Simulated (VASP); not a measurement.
W3Br, 4 atoms in the cell. The structure is tetragonal, space group P4/mmm (No. 123). Conventional cell: a = 3.093 Å, b = 3.093 Å, c = 7.157 Å, α = 90.00°, β = 90.00°, γ = 90.00°. Within 3.6 Å of W (site symmetry 4/mmm) lie 12 W at 2.72 to 3.09 Å and 2 Br at 3.58 Å. Within 3.6 Å of W (site symmetry 4mm) lie 9 W at 2.72 to 3.24 Å and 4 Br at 2.93 Å. Within 3.9 Å of Br (site symmetry 4/mmm) lie 10 W at 2.93 to 3.58 Å and 4 Br at 3.09 Å. 

| Property | Result |
| --- | --- |
| Program | VASP 6.6.1 |
| Task | single point |
| Functional | PBE |
| Potentials or basis | VASP PAW PBE potentials, release 64 (W_sv, Br) |
| Cutoff | 520 eV |
| k mesh | 6 × 6 × 3 |
| Occupations | gaussian, width 0.2 eV |
| Spin | no spin polarisation |
| Dipole correction | no |
| Further INCAR settings | ALGO = Normal; EDIFF = 1e-07; NBANDS = 32 |

Potentials or basis: VASP PAW PBE potentials, release 64 (W_sv, Br).

Launch:

```console
$ cat potpaw_PBE.64/W_sv/POTCAR potpaw_PBE.64/Br/POTCAR > POTCAR
$ mpirun -np 1 vasp_std > vasp.out
```

Hardware: 1 thread of Intel(R) Xeon(R) 6975P-C (Granite Rapids), on a shared host.

Task: Estimate the wall time of this run.

Result: It took 19 s on 1 thread of Intel(R) Xeon(R) 6975P-C (Granite Rapids) (shared host), peak memory 0.19 GiB. Counts: scf iterations 15, k points 20.
